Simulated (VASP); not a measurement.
# MgS (Fm-3m) in VASP: notebook, part 2 of 2

VASP 6.6.1.

## Step 3: Electric field gradients, PBE (volume scaled by 1.06)

File INCAR:

```
SYSTEM = MgS
ALGO = Normal
EDIFF = 1E-8
ENCUT = 520
GGA = PE
ISIF = 2
ISMEAR = -1
LASPH = .TRUE.
LCHARG = .FALSE.
LEFG = .TRUE.
LREAL = .FALSE.
LWAVE = .FALSE.
NBANDS = 11
NELM = 100
PREC = Accurate
SIGMA = 0.01
```

File KPOINTS:

```
k-points
0
G
  8 8 8
  0 0 0
```

File POSCAR:

```
MgS
1.0
    0.0000000000      2.6526756994      2.6526756994
    2.6526756994      0.0000000000      2.6526756994
    2.6526756994      2.6526756994      0.0000000000
Mg S
1 1
Direct
    0.0000000000      0.0000000000      0.0000000000
    0.5000000000      0.5000000000      0.5000000000
```

Potentials or basis: VASP PAW PBE potentials, release 64 (Mg, S).

Run with:

```
cat potpaw_PBE.64/Mg/POTCAR potpaw_PBE.64/S/POTCAR > POTCAR
mpirun -np 1 vasp_std > vasp.out
```

OUTCAR:

```text
SYSTEM = MgS
   EDIFF = 1E-8
   ENCUT = 520
   GGA = PE
   ISIF = 2
   ISMEAR = -1
   LASPH = .TRUE.
   LREAL = .FALSE.
   NELM = 100
   PREC = Accurate

 ion  position               nearest neighbor table
   1  0.000  0.000  0.000-   2 2.65   2 2.65   2 2.65   2 2.65   2 2.65   2 2.65
   2  0.500  0.500  0.500-   1 2.65   1 2.65   1 2.65   1 2.65   1 2.65   1 2.65

  LATTYP: Found a face centered cubic cell.
 ALAT       =     5.3053513988

  Lattice vectors:

 A1 = (   0.0000000000,   2.6526756994,   2.6526756994)
 A2 = (   2.6526756994,   0.0000000000,   2.6526756994)
 A3 = (   2.6526756994,   2.6526756994,   0.0000000000)

Analysis of symmetry for initial positions (statically):
=====================================================================
 Subroutine PRICEL returns:
 Original cell was already a primitive cell.

 Routine SETGRP: Setting up the symmetry group for a
 face centered cubic supercell.

 Subroutine GETGRP returns: Found 48 space group operations
 (whereof 48 operations were pure point group operations)
 out of a pool of 48 trial point group operations.

The static configuration has the point symmetry O_h .

Analysis of symmetry for dynamics (positions and initial velocities):
=====================================================================
 Subroutine PRICEL returns:
 Original cell was already a primitive cell.

 Routine SETGRP: Setting up the symmetry group for a
 face centered cubic supercell.

 Subroutine GETGRP returns: Found 48 space group operations
 (whereof 48 operations were pure point group operations)
 out of a pool of 48 trial point group operations.

The dynamic configuration has the point symmetry O_h .

 Subroutine INISYM returns: Found 48 space group operations
 (whereof 48 operations are pure point group operations),
 and found     1 'primitive' translations

----------------------------------------------------------------------------------------

                                     Primitive cell

  volume of cell :      37.3321

  direct lattice vectors                    reciprocal lattice vectors
     0.000000000  2.652675699  2.652675699    -0.188488928  0.188488928  0.188488928
     2.652675699  0.000000000  2.652675699     0.188488928 -0.188488928  0.188488928
     2.652675699  2.652675699  0.000000000     0.188488928  0.188488928 -0.188488928

  length of vectors
     3.751449951  3.751449951  3.751449951     0.326472401  0.326472401  0.326472401

  position of ions in fractional coordinates (direct lattice)
     0.000000000  0.000000000  0.000000000
     0.500000000  0.500000000  0.500000000

  ion indices of the primitive-cell ions
   primitive index   ion index
                 1           1
                 2           2

----------------------------------------------------------------------------------------

 KPOINTS: k-points

Automatic generation of k-mesh.
 Grid dimensions read from file:
 generate k-points for:    8    8    8

[... 68 lines left out ...]
   NFREE  =      0    steps in history (QN), initial steepest desc. (CG)
   ISIF   =      2    stress and relaxation
   ISYM   =      2    0-nonsym 1-usesym 2-fastsym
   POTIM  = 0.5000    time-step for ionic-motion
   TEBEG  =    0.0;   TEEND  =   0.0 temperature during run
   PSTRESS=    0.0 pullay stress
   NELECT =       8.0000    total number of electrons
   NUPDOWN=      -1.0000    fix difference up-down
   EMIN   =  10.00;   EMAX   =-10.00  energy-range for DOS
   EFERMI =   0.00;   METHOD = LEGACY
   ISMEAR =    -1;   SIGMA  =   0.01  broadening in eV -4-tet -1-fermi 0-gaus
   EFERMI_NEDOS =   21; number of points for ismear=-14 and -15
   IALGO  =     38    algorithm
   IMIX   =      4    mixing-type and parameters
     AMIX     =   0.40;   BMIX     =  1.00
     AMIX_MAG =   1.60;   BMIX_MAG =  1.00
  volume/ion in A,a.u.               =      18.67       125.96
  Fermi-wavevector in a.u.,A,eV,Ry     =   0.979664  1.851297 13.058088  0.959742
  Thomas-Fermi vector in A             =   2.110535
   LORBIT       =      0    0 simple, 1 ext, 2 COOP (PROOUT), +10 PAW based schemes
   GGA     = PE    functional components
[... 5 lines left out ...]
 non-spin polarized calculation
  energy-cutoff  :      520.00
  volume of cell :       37.33
 maximum number of plane-waves:      1036
   NGX = 13   NGY = 13   NGZ = 13

 number of electron       8.0000001 magnetization

 Free energy of the ion-electron system (eV)
  ---------------------------------------------------
  ext. energy  EPLUGINS =         0.00000000
  ---------------------------------------------------
  free energy    TOTEN  =        -8.48563368 eV

  energy without entropy =       -8.48563368  energy(sigma->0) =       -8.48563368

 E-fermi :   3.4766     XC(G=0):  -9.4503

 val. band max:        3.2222598558   @ k =   0.0000   0.0000   0.0000
 cond. band min:       5.8686399344   @ k =   0.5000   0.5000   0.0000
 fundamental gap:      2.6463800786
 Fermi energy:         3.4765810991

 k-point     1 :       0.0000    0.0000    0.0000
  band No.  band energies     occupation
      1      -9.1269      2.00000
      2       3.2223      2.00000
      3       3.2223      2.00000
      4       3.2223      2.00000
      5       6.4891      0.00000
      6      11.2057      0.00000
      7      11.2057      0.00000
      8      11.2057      0.00000
      9      13.5017      0.00000
     10      13.5017      0.00000
     11      15.6178      0.00000
[... 309 lines left out ...]
 k-point    24 :      -0.3750    0.2500    0.1250
  band No.  band energies     occupation
      1      -7.7918      2.00000
      2      -0.8041      2.00000
      3       1.2558      2.00000
      4       2.1742      2.00000
      5       8.6396      0.00000
      6       9.2038      0.00000
      7      11.4507      0.00000
      8      12.3508      0.00000
      9      15.2297      0.00000
     10      16.0366      0.00000
     11      18.4246      0.00000

 [... further k-points ...]
[... 5 lines left out ...]
  --------------------------------------------------------------------------------------
  -------------------------------------------------------------------------------------
  Total       -0.7432587     -0.7432587     -0.7432587      0.0000000      0.0000000      0.0000000
  in kB      -31.8983419    -31.8983419    -31.8983419      0.0000000      0.0000000      0.0000000
  external PRESSURE =     -31.8983419 kB  Pullay stress =       0.0000000 kB

 VOLUME and BASIS-vectors are now :
 -----------------------------------------------------------------------------
  energy-cutoff  :      520.00
  volume of cell :       37.33
      direct lattice vectors                 reciprocal lattice vectors
     0.000000000  2.652675699  2.652675699    -0.188488928  0.188488928  0.188488928
     2.652675699  0.000000000  2.652675699     0.188488928 -0.188488928  0.188488928
     2.652675699  2.652675699  0.000000000     0.188488928  0.188488928 -0.188488928

 POSITION                                       TOTAL-FORCE (eV/Angst)
 -----------------------------------------------------------------------------------
      0.00000      0.00000      0.00000        -0.000000     -0.000000      0.000000
      2.65268      2.65268      2.65268         0.000000      0.000000     -0.000000
 -----------------------------------------------------------------------------------
    total drift:                                0.000000      0.000000      0.000000

  FREE ENERGIE OF THE ION-ELECTRON SYSTEM (eV)
  ---------------------------------------------------
  free  energy   TOTEN  =        -8.4856336758 eV

  energy  without entropy=       -8.4856336758  energy(sigma->0) =       -8.48563368

 Electric field gradients (V/A^2)
---------------------------------------------------------------------
 ion       V_xx      V_yy      V_zz      V_xy      V_xz      V_yz
---------------------------------------------------------------------
   1       0.000    -0.000    -0.000    -0.000    -0.000    -0.000
   2      -0.000     0.000     0.000    -0.000    -0.000    -0.000
---------------------------------------------------------------------

 Electric field gradients after diagonalization (V/A^2)
 (convention: |V_zz| > |V_xx| > |V_yy|)
----------------------------------------------------------------------
 ion       V_xx      V_yy      V_zz     asymmetry (V_yy - V_xx)/ V_zz
----------------------------------------------------------------------
   1       0.000     0.000    -0.000       0.000
   2       0.000     0.000    -0.001       0.000
----------------------------------------------------------------------

           NMR quadrupolar parameters

 Cq : quadrupolar parameter    Cq=e*Q*V_zz/h
 eta: asymmetry parameters     (V_yy - V_xx)/ V_zz
 Q  : nuclear electric quadrupole moment in mb (millibarn)
----------------------------------------------------------------------
 ion       Cq(MHz)       eta       Q (mb)
----------------------------------------------------------------------
   1      -0.000       0.000       1.000
   2      -0.000       0.000       1.000
----------------------------------------------------------------------
```

OSZICAR:

```text
N       E                     dE             d eps       ncg     rms          rms(c)
DAV:   1     0.209803388886E+02    0.20980E+02   -0.36072E+03   670   0.589E+02
DAV:   2    -0.753330160453E+01   -0.28514E+02   -0.26734E+02   844   0.965E+01
DAV:   3    -0.890938652169E+01   -0.13761E+01   -0.13739E+01   796   0.226E+01
DAV:   4    -0.891749524098E+01   -0.81087E-02   -0.81081E-02   766   0.211E+00
DAV:   5    -0.891756607889E+01   -0.70838E-04   -0.70838E-04   799   0.193E-01    0.418E+00
DAV:   6    -0.852739328514E+01    0.39017E+00   -0.88146E-01   719   0.360E+00    0.323E+00
DAV:   7    -0.848642803886E+01    0.40965E-01   -0.22191E-01   763   0.199E+00    0.219E+00
DAV:   8    -0.848603192130E+01    0.39612E-03   -0.17119E-02   695   0.786E-01    0.101E+00
DAV:   9    -0.848562525295E+01    0.40667E-03   -0.10360E-03   740   0.178E-01    0.373E-01
DAV:  10    -0.848563708999E+01   -0.11837E-04   -0.30655E-04   752   0.790E-02    0.448E-02
DAV:  11    -0.848563394831E+01    0.31417E-05   -0.20795E-05   746   0.201E-02    0.242E-02
DAV:  12    -0.848563376744E+01    0.18087E-06   -0.94938E-07   774   0.573E-03    0.353E-03
DAV:  13    -0.848563369679E+01    0.70648E-07   -0.37275E-08   753   0.855E-04    0.345E-04
DAV:  14    -0.848563366052E+01    0.36270E-07   -0.27866E-09   424   0.297E-04    0.777E-04
DAV:  15    -0.848563367590E+01   -0.15380E-07   -0.14579E-09   406   0.167E-04    0.469E-05
DAV:  16    -0.848563367583E+01    0.72987E-10   -0.70818E-11   391   0.595E-05
   1 F= -.84856337E+01 E0= -.84856337E+01  d E =-.279707E-13
```

It took 16 s on 1 thread of Intel Xeon Platinum 8259CL at 2.50GHz (Skylake/Cascade Lake), shared host; peak memory 0.16 GiB.

Results:

| Property | Result |
| --- | --- |
| Free energy | -8.4856 eV |
| Pressure | -3.2 GPa |
| Band gap on the k mesh | 2.65 eV, indirect (least direct gap 3.27 eV) |

Levels at points of the mesh, in eV from the valence-band top:
| k point | band 1 | band 2 | band 3 | band 4 | band 5 | band 6 | band 7 | band 8 |
| --- | --- | --- | --- | --- | --- | --- | --- | --- |
| (0.00, 0.00, 0.00) | -12.35 | 0.00 | 0.00 | 0.00 | 3.27 | 7.98 | 7.98 | 7.98 |
| (0.50, 0.00, 0.00) | -11.19 | -4.53 | -0.53 | -0.53 | 4.46 | 6.83 | 6.83 | 9.48 |
| (0.50, 0.50, 0.00) | -10.86 | -3.90 | -1.56 | -1.56 | 2.65 | 4.56 | 11.44 | 12.65 |

Caveat: without QUAD_EFG the Cq values of the log hold for a quadrupole moment of 1 mb, not for the nuclei. A k mesh can miss the band edges.

## Step 4: Electric field gradients, PBE (volume scaled by 1.06)

File INCAR:

```
PREC = Accurate
ENCUT = 520
EDIFF = 1E-8
ISMEAR = -1
SIGMA = 0.01
LREAL = F
LASPH = T
NELM = 80
ALGO = Normal
ISIF = 2
LWAVE = F
LCHARG = F
GGA = PE
LEFG = T
NBANDS = 11
```

File KPOINTS:

```
Automatic mesh
0
Gamma
  8 8 8
```

POSCAR is that of step 3.

Potentials or basis: VASP PAW PBE potentials, release 64 (Mg, S).

Run with:

```
cat potpaw_PBE.64/Mg/POTCAR potpaw_PBE.64/S/POTCAR > POTCAR
mpirun -np 1 vasp_std > vasp.out
```

OUTCAR:

```text
PREC = Accurate
   ENCUT = 520
   EDIFF = 1E-8
   ISMEAR = -1
   LREAL = F
   LASPH = T
   NELM = 80
   ISIF = 2
   GGA = PE

 ion  position               nearest neighbor table
   1  0.000  0.000  0.000-   2 2.65   2 2.65   2 2.65   2 2.65   2 2.65   2 2.65
   2  0.500  0.500  0.500-   1 2.65   1 2.65   1 2.65   1 2.65   1 2.65   1 2.65

  LATTYP: Found a face centered cubic cell.
 ALAT       =     5.3053513988

  Lattice vectors:

 A1 = (   0.0000000000,   2.6526756994,   2.6526756994)
 A2 = (   2.6526756994,   0.0000000000,   2.6526756994)
[... 547 lines left out ...]
  ---------------------------------------------------
  free  energy   TOTEN  =        -8.4856336758 eV

  energy  without entropy=       -8.4856336758  energy(sigma->0) =       -8.48563368

 Electric field gradients (V/A^2)
---------------------------------------------------------------------
 ion       V_xx      V_yy      V_zz      V_xy      V_xz      V_yz
---------------------------------------------------------------------
   1       0.000    -0.000    -0.000    -0.000    -0.000    -0.000
   2      -0.000     0.000     0.000    -0.000    -0.000    -0.000
---------------------------------------------------------------------

 Electric field gradients after diagonalization (V/A^2)
 (convention: |V_zz| > |V_xx| > |V_yy|)
----------------------------------------------------------------------
 ion       V_xx      V_yy      V_zz     asymmetry (V_yy - V_xx)/ V_zz
----------------------------------------------------------------------
   1       0.000     0.000    -0.000       0.000
   2       0.000     0.000    -0.001       0.000
----------------------------------------------------------------------

           NMR quadrupolar parameters

 Cq : quadrupolar parameter    Cq=e*Q*V_zz/h
 eta: asymmetry parameters     (V_yy - V_xx)/ V_zz
 Q  : nuclear electric quadrupole moment in mb (millibarn)
----------------------------------------------------------------------
 ion       Cq(MHz)       eta       Q (mb)
----------------------------------------------------------------------
   1      -0.000       0.000       1.000
   2      -0.000       0.000       1.000
----------------------------------------------------------------------
```

Run time: 15 s. Hardware: 1 thread of Intel Xeon Platinum 8259CL at 2.50GHz (Skylake/Cascade Lake), shared host; peak memory 0.15 GiB.

What came out:

```
Free energy            : -8.4856 eV
Pressure               : -3.2 GPa
Band gap on the k mesh : 2.65 eV, indirect (least direct gap 3.27 eV)
```

Levels at points of the mesh, in eV from the valence-band top:
```tsv
k point	band 1	band 2	band 3	band 4	band 5	band 6	band 7	band 8	band 9
(0.00, 0.00, 0.00)	-12.35	0.00	0.00	0.00	3.27	7.98	7.98	7.98	10.28
(0.50, 0.00, 0.00)	-11.19	-4.53	-0.53	-0.53	4.46	6.83	6.83	9.48	11.84
(0.50, 0.50, 0.00)	-10.86	-3.90	-1.56	-1.56	2.65	4.56	11.44	12.65	12.78
```

Caveat: without QUAD_EFG the Cq values of the log hold for a quadrupole moment of 1 mb, not for the nuclei. A k mesh can miss the band edges.

## Step 5: Electric field gradients, PBE (volume scaled by 0.96)

File INCAR:

```
SYSTEM = MgS
  PREC = Accurate
  ENCUT = 520
  EDIFF = 1E-8
  ISMEAR = -1
  SIGMA = 0.01
  LREAL = .FALSE.
  LASPH = .TRUE.
  NELM = 60
  ALGO = Normal
  ISIF = 2
  LWAVE = .FALSE.
  LCHARG = .FALSE.
  GGA = PE
  LEFG = .TRUE.
  NBANDS = 11
```

File KPOINTS:

```
regular mesh
0
G
  8 8 8
  0 0 0
```

File POSCAR:

```
MgS
1.0
    0.0000000000      2.5664882573      2.5664882573
    2.5664882573      0.0000000000      2.5664882573
    2.5664882573      2.5664882573      0.0000000000
Mg S
1 1
Direct
    0.0000000000      0.0000000000      0.0000000000
    0.5000000000      0.5000000000      0.5000000000
```

Potentials or basis: VASP PAW PBE potentials, release 64 (Mg, S).

Run with:

```
cat potpaw_PBE.64/Mg/POTCAR potpaw_PBE.64/S/POTCAR > POTCAR
mpirun -np 1 vasp_std > vasp.out
```

OUTCAR:

```text
SYSTEM = MgS
   PREC = Accurate
   ENCUT = 520
   EDIFF = 1E-8
   ISMEAR = -1
   LREAL = .FALSE.
   LASPH = .TRUE.
   NELM = 60
   ISIF = 2
   GGA = PE

 ion  position               nearest neighbor table
   1  0.000  0.000  0.000-   2 2.57   2 2.57   2 2.57   2 2.57   2 2.57   2 2.57
   2  0.500  0.500  0.500-   1 2.57   1 2.57   1 2.57   1 2.57   1 2.57   1 2.57

  LATTYP: Found a face centered cubic cell.
 ALAT       =     5.1329765146

  Lattice vectors:

 A1 = (   0.0000000000,   2.5664882573,   2.5664882573)
 A2 = (   2.5664882573,   0.0000000000,   2.5664882573)
 A3 = (   2.5664882573,   2.5664882573,   0.0000000000)

Analysis of symmetry for initial positions (statically):
=====================================================================
 Subroutine PRICEL returns:
 Original cell was already a primitive cell.

 Routine SETGRP: Setting up the symmetry group for a
 face centered cubic supercell.

[... 524 lines left out ...]
      direct lattice vectors                 reciprocal lattice vectors
     0.000000000  2.566488257  2.566488257    -0.194818737  0.194818737  0.194818737
     2.566488257  0.000000000  2.566488257     0.194818737 -0.194818737  0.194818737
     2.566488257  2.566488257  0.000000000     0.194818737  0.194818737 -0.194818737

 POSITION                                       TOTAL-FORCE (eV/Angst)
 -----------------------------------------------------------------------------------
      0.00000      0.00000      0.00000        -0.000000      0.000000      0.000000
      2.56649      2.56649      2.56649         0.000000     -0.000000     -0.000000
 -----------------------------------------------------------------------------------
    total drift:                                0.000000      0.000000      0.000000

  FREE ENERGIE OF THE ION-ELECTRON SYSTEM (eV)
  ---------------------------------------------------
  free  energy   TOTEN  =        -8.4792239038 eV

  energy  without entropy=       -8.4792239038  energy(sigma->0) =       -8.47922390

 Electric field gradients (V/A^2)
---------------------------------------------------------------------
 ion       V_xx      V_yy      V_zz      V_xy      V_xz      V_yz
---------------------------------------------------------------------
   1      -0.000    -0.000    -0.000     0.000     0.000     0.000
   2      -0.000    -0.000     0.000    -0.000    -0.000    -0.000
---------------------------------------------------------------------

 Electric field gradients after diagonalization (V/A^2)
 (convention: |V_zz| > |V_xx| > |V_yy|)
----------------------------------------------------------------------
 ion       V_xx      V_yy      V_zz     asymmetry (V_yy - V_xx)/ V_zz
----------------------------------------------------------------------
   1      -0.000    -0.000     0.000       0.000
   2       0.000     0.000    -0.001       0.000
----------------------------------------------------------------------

           NMR quadrupolar parameters

 Cq : quadrupolar parameter    Cq=e*Q*V_zz/h
 eta: asymmetry parameters     (V_yy - V_xx)/ V_zz
 Q  : nuclear electric quadrupole moment in mb (millibarn)
----------------------------------------------------------------------
 ion       Cq(MHz)       eta       Q (mb)
----------------------------------------------------------------------
   1       0.000       0.000       1.000
   2      -0.000       0.000       1.000
----------------------------------------------------------------------
```

Run time: 6.3 s. Hardware: 1 thread of Intel Xeon 6975P-C (Granite Rapids), shared host; peak memory 0.16 GiB.

What came out:

* Free energy: -8.4792 eV
* Pressure: 4.3 GPa
* Band gap on the k mesh: 2.86 eV, indirect (least direct gap 4.04 eV)

Caveat: without QUAD_EFG the Cq values of the log hold for a quadrupole moment of 1 mb, not for the nuclei.

## Step 6: Summary

| cell | gap on the mesh (eV) | pressure (GPa) |
| --- | --- | --- |
| a = 3.692 Å, angles 60.0°, 2 atoms | 2.75 | 0.1 |
| a = 3.751 Å, angles 60.0°, 2 atoms | 2.65 | -3.2 |
| a = 3.630 Å, angles 60.0°, 2 atoms | 2.86 | 4.3 |

Alike in all rows: task electric field gradients; level PBE; potentials or basis VASP PAW PBE potentials, release 64 (Mg, S); no spin polarisation; k mesh 8 × 8 × 8; cutoff (eV) 520; smearing fermi-dirac 0.01 eV.

Absolute energies hang on the potentials; compare differences alone.
